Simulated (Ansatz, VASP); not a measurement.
**C: VASP beside Ansatz**

The input INCAR:

```
SYSTEM = C
PREC = Accurate ; ENCUT = 520
EDIFF = 1E-6 ; ISMEAR = 0
SIGMA = 0.15 ; LREAL = .False.
LASPH = .True. ; NELM = 80
ALGO = Normal ; ISIF = 2
LWAVE = .False. ; LCHARG = .False.
GGA = PE ; IVDW = 12
NBANDS = 36
```

The input KPOINTS:

```
regular mesh
0
Gamma
  18 18 2
  0 0 0
```

The input POSCAR:

```
C
1.0
    2.4648840281      0.0000000000      0.0154055252
   -1.2324420141      2.1346521857     -0.0077027626
    0.1287880923      0.0000000000     20.6060947640
C
12
Direct
    0.6666666667      0.3333333333      0.9519899901
    0.6666666667      0.3333333333      0.4520101828
    0.6666666667      0.3333333333      0.7793231472
    0.6666666667      0.3333333333      0.2793433400
    0.0000000000      0.0000000000      0.6156666650
    0.3333333333      0.6666666667      0.2793231472
    0.0000000000      0.0000000000      0.1156666650
    0.6666666667      0.3333333333      0.6156666650
    0.3333333333      0.6666666667      0.7793433400
    0.3333333333      0.6666666667      0.1156666650
    0.3333333333      0.6666666667      0.4519899901
    0.3333333333      0.6666666667      0.9520101828
```

Input for Ansatz:

```yaml
crystal:
  lattice:
    - [2.4648840281, 0.0, 0.0154055252]
    - [-1.2324420141, 2.1346521857, -0.0077027626]
    - [0.1287880923, 0.0, 20.606094764]
  atoms:
    - { symbol: C, position: [0.6666666667, 0.3333333333, 0.9519899901] }
    - { symbol: C, position: [0.6666666667, 0.3333333333, 0.4520101828] }
    - { symbol: C, position: [0.6666666667, 0.3333333333, 0.7793231472] }
    - { symbol: C, position: [0.6666666667, 0.3333333333, 0.27934334] }
    - { symbol: C, position: [0.0, 0.0, 0.615666665] }
    - { symbol: C, position: [0.3333333333, 0.6666666667, 0.2793231472] }
    - { symbol: C, position: [0.0, 0.0, 0.115666665] }
    - { symbol: C, position: [0.6666666667, 0.3333333333, 0.615666665] }
    - { symbol: C, position: [0.3333333333, 0.6666666667, 0.77934334] }
    - { symbol: C, position: [0.3333333333, 0.6666666667, 0.115666665] }
    - { symbol: C, position: [0.3333333333, 0.6666666667, 0.4519899901] }
    - { symbol: C, position: [0.3333333333, 0.6666666667, 0.9520101828] }
basis:
  ecutwfc: 420
kpoints:
  mp_grid: { grid: [18, 18, 2] }
hamiltonian:
  xc: pbe
  dispersion: d3bj
scf:
  occupations: { method: gaussian, width: 0.15 }
output:
  forces: true
  stress: true
  eigenvalues: true
```

Change from the starting cell: strain +0.0125 x Voigt [0, 0, 0, 0, 1, 0], atoms carried along.

Alike in both runs: task single point; functional PBE; dispersion D3(BJ); k mesh 18 × 18 × 2; occupations gaussian, width 0.15 eV; no spin polarisation.

|  | VASP | Ansatz |
| --- | --- | --- |
| version | VASP 6.6.1 | Ansatz 0.2.0 |
| potentials or method | VASP PAW PBE potentials, release 64 (C), cutoff 520 eV | scalar-relativistic, plane waves, PAW |
| valence electrons in the cell | 48 | 48 |

```csv
,VASP,Ansatz,Ansatz less VASP
gap on the k mesh at the Fermi level (eV),none,none,-
pressure (GPa),0.4,0.0,-0.44
"traceless stress, the component that is largest in VASP (GPa)",-0.51,0.00,+0.511
```

A gap of «none» marks a metal or a gap that the smearing closes.
